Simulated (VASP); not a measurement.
Set up this calculation in VASP 6.6.1, as the native input.

```
Task                   : single point
Functional             : PBEsol
Potentials or basis    : VASP PAW PBE potentials, release 64 (Zn, Ga_d, O)
Cutoff                 : 520 eV
k mesh                 : 8 × 8 × 8
Occupations            : gaussian, width 0.1 eV
Spin                   : no spin polarisation
Dipole correction      : no
Further INCAR settings : LREAL = Auto; ALGO = Fast; EDIFF = 1e-07; NBANDS = 87
```

The structure of Zn3GaO4 lies in POSCAR:

```
Zn3GaO4
1.0
   -5.5567467697     -0.0131280120      3.2813152908
    5.5567467697      0.0131280120      3.2813152908
    0.0131280120      5.5567467697     -3.2813152908
Zn Ga O
6 2 8
Direct
    0.2522658073      0.4332798695      0.1855456768
    0.7522658073      0.9332798695      0.1855456768
    0.2522658073      0.0667201305      0.8189859378
    0.7522658073      0.5667201305      0.8189859378
    0.8122231033      0.5000000000      0.3122231033
    0.3122231033      0.0000000000      0.3122231033
    0.1791707565      0.5000000000      0.6791707565
    0.6791707565      0.0000000000      0.6791707565
    0.9289309538      0.7500000000      0.1789309538
    0.4289309538      0.2500000000      0.1789309538
    0.5591590437      0.7500000000      0.8091590437
    0.0591590437      0.2500000000      0.8091590437
    0.0079922641      0.6754268009      0.6834190649
    0.5079922641      0.1754268009      0.6834190649
    0.0079922641      0.3245731991      0.3325654632
    0.5079922641      0.8245731991      0.3325654632
```

These files were run (other wordings do the same):

INCAR

```
SYSTEM = Zn3GaO4
PREC = Accurate ; ENCUT = 520
EDIFF = 1E-7 ; ISMEAR = 0
SIGMA = 0.1 ; LREAL = Auto
LASPH = .True. ; NELM = 80
ALGO = Fast ; ISIF = 2
LWAVE = .False. ; LCHARG = .True.
GGA = PS ; LELF = .True.
LVHAR = .True. ; NBANDS = 87
```

KPOINTS

```
Automatic mesh
0
Gamma
  8 8 8
  0 0 0
```

Potentials or basis: VASP PAW PBE potentials, release 64 (Zn, Ga_d, O).

Run with:

```sh
$ cat potpaw_PBE.64/Zn/POTCAR potpaw_PBE.64/Ga_d/POTCAR potpaw_PBE.64/O/POTCAR > POTCAR
$ mpirun -np 1 vasp_std > vasp.out
```

It gave:

```json
{
 "Pressure": "0.7 GPa",
 "Largest force": "0.020 eV/Å",
 "Band gap on the k mesh": "zero (bands 73 and 74 overlap by 0.59 eV)"
}
```

Caveat: the PAW data sets were made with another functional, which shifts forces and pressure a little.

Wall time 100 min on 1 thread of Oxide Virtual Turin-like Processor, with other jobs on the host, peak memory 0.98 GiB.
